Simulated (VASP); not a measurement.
# SnSe (Fm-3m) in VASP: notebook, part 2 of 2

VASP 6.6.1. Earlier steps stand in the parts before.

### 6 Relaxation of cell and atoms, PBEsol

This run uses another cell than the first one, of 27.27 Å³/atom, 0.958 times its volume.

INCAR

```
ALGO = Normal ; EDIFF = 1E-6
EDIFFG = -0.01 ; ENCUT = 600
GGA = PS ; IBRION = 2
ISIF = 3 ; ISMEAR = -1
LASPH = True ; LCHARG = False
LREAL = False ; LWAVE = False
NELM = 80 ; NSW = 60
PREC = Accurate ; SIGMA = 0.05
```

KPOINTS

```
k-points
0
Gamma
  8 8 8
```

POSCAR

```
SnSe
1.0
    0.0000000000      3.0100000000      3.0100000000
    3.0100000000      0.0000000000      3.0100000000
    3.0100000000      3.0100000000      0.0000000000
Sn Se
1 1
Direct
    0.0000000000      0.0000000000      0.0000000000
    0.5000000000      0.5000000000      0.5000000000
```

Potentials or basis: VASP PAW PBE potentials, release 64 (Sn_d, Se).

Command:

```
$ cat potpaw_PBE.64/Sn_d/POTCAR potpaw_PBE.64/Se/POTCAR > POTCAR
$ mpirun -np 1 vasp_std > vasp.out
```

OUTCAR:

```text
EDIFF = 1E-6
   EDIFFG = -0.01
   ENCUT = 600
   GGA = PS
   IBRION = 2
   ISIF = 3
   ISMEAR = -1
   LASPH = True
   LREAL = False
   NELM = 80
   NSW = 60
   PREC = Accurate

 ion  position               nearest neighbor table
   1  0.000  0.000  0.000-   2 3.01   2 3.01   2 3.01   2 3.01   2 3.01   2 3.01
   2  0.500  0.500  0.500-   1 3.01   1 3.01   1 3.01   1 3.01   1 3.01   1 3.01

  LATTYP: Found a face centered cubic cell.
 ALAT       =     6.0200000000

  Lattice vectors:

 A1 = (   0.0000000000,   3.0100000000,   3.0100000000)
 A2 = (   3.0100000000,   0.0000000000,   3.0100000000)
 A3 = (   3.0100000000,   3.0100000000,   0.0000000000)

Analysis of symmetry for initial positions (statically):
=====================================================================
 Subroutine PRICEL returns:
 Original cell was already a primitive cell.

 Routine SETGRP: Setting up the symmetry group for a
 face centered cubic supercell.

 Subroutine GETGRP returns: Found 48 space group operations
[... 9 lines left out ...]

 Routine SETGRP: Setting up the symmetry group for a
 face centered cubic supercell.

 Subroutine GETGRP returns: Found 48 space group operations
[... 11 lines left out ...]
                                     Primitive cell

  volume of cell :      54.5418
[... 147 lines left out ...]
  in kB      -19.0217182    -19.0217182    -19.0217182      0.0000000      0.0000000     -0.0000000
  external PRESSURE =     -19.0217182 kB  Pullay stress =       0.0000000 kB
[... 59 lines left out ...]
--------------------------------------- Ionic step        3  -------------------------------------------

 number of electron      19.9999998 magnetization

 Free energy of the ion-electron system (eV)
  ---------------------------------------------------
  ext. energy  EPLUGINS =         0.00000000
  ---------------------------------------------------
  free energy    TOTEN  =        -8.98612629 eV

  energy without entropy =       -8.98609046  energy(sigma->0) =       -8.98610838

 E-fermi :   6.0960     XC(G=0):  -9.9412

 val. band max:        5.7390823440   @ k =   0.5000   0.0000   0.0000
 cond. band min:       6.4865360611   @ k =  -0.3750   0.1250   0.0000
 fundamental gap:      0.7474537171
 Fermi energy:         6.0959986503

 k-point     1 :       0.0000    0.0000    0.0000
  band No.  band energies     occupation
      1     -15.6292      2.00000
      2     -15.6292      2.00000
      3     -15.6282      2.00000
      4     -15.6282      2.00000
      5     -15.6282      2.00000
      6      -8.2803      2.00000
      7       0.8619      2.00000
      8       3.5631      2.00000
      9       3.5631      2.00000
     10       3.5631      2.00000
     11      10.2730      0.00000
     12      10.2730      0.00000
     13      10.2730      0.00000
     14      11.6113      0.00000
[... 377 lines left out ...]
      1     -15.6458      2.00000
      2     -15.6332      2.00000
      3     -15.6225      2.00000
      4     -15.6179      2.00000
      5     -15.6116      2.00000
      6      -7.0928      2.00000
      7      -1.9753      2.00000
      8       1.9310      2.00000
      9       2.5096      2.00000
     10       5.0709      2.00000
     11       6.8253      0.00000
     12       9.0013      0.00000
     13       9.9616      0.00000
     14      12.9948      0.00000

 [... further k-points ...]
[... 5 lines left out ...]
  --------------------------------------------------------------------------------------
  -------------------------------------------------------------------------------------
  Total        0.0032701      0.0032701      0.0032701      0.0000000      0.0000000      0.0000000
  in kB        0.0996153      0.0996153      0.0996153      0.0000000      0.0000000      0.0000000
  external PRESSURE =       0.0996153 kB  Pullay stress =       0.0000000 kB
[... 17 lines left out ...]
  FREE ENERGIE OF THE ION-ELECTRON SYSTEM (eV)
  ---------------------------------------------------
  free  energy   TOTEN  =        -8.9861262905 eV

  energy  without entropy=       -8.9860904626  energy(sigma->0) =       -8.98610838

 reached required accuracy - stopping structural energy minimisation
```

OSZICAR:

```text
N       E                     dE             d eps       ncg     rms          rms(c)
DAV:   1     0.135330898911E+03    0.13533E+03   -0.11065E+04   818   0.195E+03
DAV:   2     0.415433926012E+01   -0.13118E+03   -0.12888E+03   866   0.405E+02
DAV:   3    -0.881901783161E+01   -0.12973E+02   -0.12767E+02  1064   0.106E+02
DAV:   4    -0.913703088361E+01   -0.31801E+00   -0.31792E+00   896   0.190E+01
[... 23 lines left out ...]
DAV:   3    -0.898629539785E+01    0.37089E-02   -0.12442E-02   994   0.179E+00    0.572E-02
DAV:   4    -0.898614420636E+01    0.15119E-03   -0.49677E-04   836   0.255E-01    0.186E-02
DAV:   5    -0.898612888582E+01    0.15321E-04   -0.32579E-05  1190   0.690E-02    0.101E-02
DAV:   6    -0.898612636478E+01    0.25210E-05   -0.45333E-06   836   0.343E-02    0.181E-03
DAV:   7    -0.898612629047E+01    0.74313E-07   -0.73843E-07   418   0.158E-02
   3 F= -.89861263E+01 E0= -.89861084E+01  d E =-.118779E-01
```

It took 58 s on 1 thread of AMD EPYC 7R43 (Zen 3), shared host; peak memory 0.19 GiB.

What came out:

- Free energy: -8.9861 eV
- Relaxed volume: 26.30 Å³/atom
- Relaxed cell: a = 4.206 Å, b = 4.206 Å, c = 4.206 Å, α = 60.00°, β = 60.00°, γ = 60.00°
- Space group after relaxing (to 0.05 Å): Fm-3m (No. 225)
- Energy gained by relaxing: 5.9 meV/atom
- Ionic steps: 3
- Pressure after relaxing: 0.0 GPa
- Band gap on the k mesh: 0.75 eV, indirect (least direct gap 0.81 eV)

Step by step:
```tsv
step	energy change (eV)	largest force (eV/Å)	pressure (GPa)	volume (Å³)
1	0.0000	0.0000	-1.90	54.54
2	-0.0108	0.0000	0.62	52.03
3	-0.0119	0.0000	0.01	52.60
```

Final structure:
```
Sn Se
1.0
     0.00000    2.97375    2.97375
     2.97375    0.00000    2.97375
     2.97375    2.97375    0.00000
Sn Se
1 1
Direct
  0.00000 0.00000 0.00000
  0.50000 0.50000 0.50000
```

Levels at points of the mesh, in eV from the valence-band top:
| k point | band 7 | band 8 | band 9 | band 10 | band 11 | band 12 | band 13 | band 14 |
| --- | --- | --- | --- | --- | --- | --- | --- | --- |
| (0.00, 0.00, 0.00) | -4.88 | -2.18 | -2.18 | -2.18 | 4.53 | 4.53 | 4.53 | 5.87 |
| (0.50, 0.00, 0.00) | -8.16 | -1.92 | -1.92 | 0.00 | 0.81 | 1.30 | 1.30 | 8.34 |
| (0.50, 0.50, 0.00) | -5.94 | -5.65 | -3.71 | -3.71 | 2.91 | 5.64 | 5.64 | 6.28 |

Caveat: the PAW data sets were made with another functional, which shifts forces and pressure a little; spin-orbit coupling is left out, which moves the levels of the heavy elements. A k mesh can miss the band edges.

### 7 Overview

```csv
task,level,potentials or basis,cell,cutoff (eV),gap on the mesh (eV),pressure (GPa),relaxed volume (Å³/atom)
single point,revPBE,"VASP PAW PBE potentials, release 64 (Sn_d, Se)","a = 4.318 Å, angles 60.0°, 2 atoms",520,0.37,0.0,-
single point,BLYP,"VASP PAW PBE potentials, release 64 (Sn_d, Se)","a = 4.397 Å, angles 60.0°, 2 atoms",520,0.04,0.1,-
single point,r2SCAN,"VASP PAW PBE potentials, release 64 (Sn_d, Se)","a = 4.257 Å, angles 60.0°, 2 atoms",520,0.45,-0.1,-
relaxation of cell and atoms,LDA,"VASP PAW LDA potentials, release 64 (Sn_d, Se)","relaxed from a = 4.257 Å, angles 60.0°, 2 atoms",600,0.77,0.0,25.63
relaxation of cell and atoms,PBEsol,"VASP PAW PBE potentials, release 64 (Sn_d, Se)","relaxed from a = 4.257 Å, angles 60.0°, 2 atoms",600,0.75,0.0,26.30
```

Alike in all rows: no spin polarisation; k mesh 8 × 8 × 8; smearing fermi-dirac 0.05 eV.

Caveats: spin-orbit coupling is left out, which moves the levels of the heavy elements; the PAW data sets were made with another functional, which shifts forces and pressure a little (some runs).

Total energies depend on the potentials used, so only differences within one code and one set of settings carry meaning.
